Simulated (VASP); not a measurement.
Li4O: single point with r2SCAN

The system is Li4O, a slab with vacuum.

```
Li O
1.0
     3.09261    0.00000    0.00000
    -1.54631    2.67828    0.00000
     0.00000    0.00000   26.59622
Li O
4 1
Direct
  0.66667 0.33333 0.31959
  0.33333 0.66667 0.41480
  0.66667 0.33333 0.51019
  0.33333 0.66667 0.61436
  0.33333 0.66667 0.67835
```

| Item | Value |
| --- | --- |
| Program | VASP 6.6.1 |
| Task | single point |
| Functional | r2SCAN |
| Potentials or basis | VASP PAW PBE potentials, release 64 (Li_sv, O) |
| Cutoff | 520 eV |
| k mesh | 9 × 9 × 1 |
| Occupations | gaussian, width 0.1 eV |
| Spin | no spin polarisation |
| Dipole correction | yes |
| Further INCAR settings | ALGO = Normal; EDIFF = 1e-07; NBANDS = 17 |

The largest force is 0.170 eV/Å and the band gap on the k mesh is zero (band 9 reaches -2.34 eV, above the bottom of band 10 at -4.25 eV).

Forces on the atoms (eV/Å):
```
Li   0.000  0.000  0.170
Li   0.000  0.000 -0.131
Li   0.000  0.000 -0.037
Li   0.000  0.000 -0.090
O    0.000  0.000  0.088
```

Levels at points of the mesh, in eV from the Fermi level:
```csv
k point,band 6,band 7,band 8,band 9,band 10,band 11,band 12,band 13
"(0.00, 0.00, 0.00)",-3.63,-2.79,-1.59,-0.94,-0.20,0.44,0.44,3.06
```

Run time: 4.2 min on 1 thread of Intel(R) Xeon(R) 6975P-C (Granite Rapids) (shared host), peak memory 0.38 GiB.

Caveat: the PAW data sets were made with another functional, which shifts forces and pressure a little.
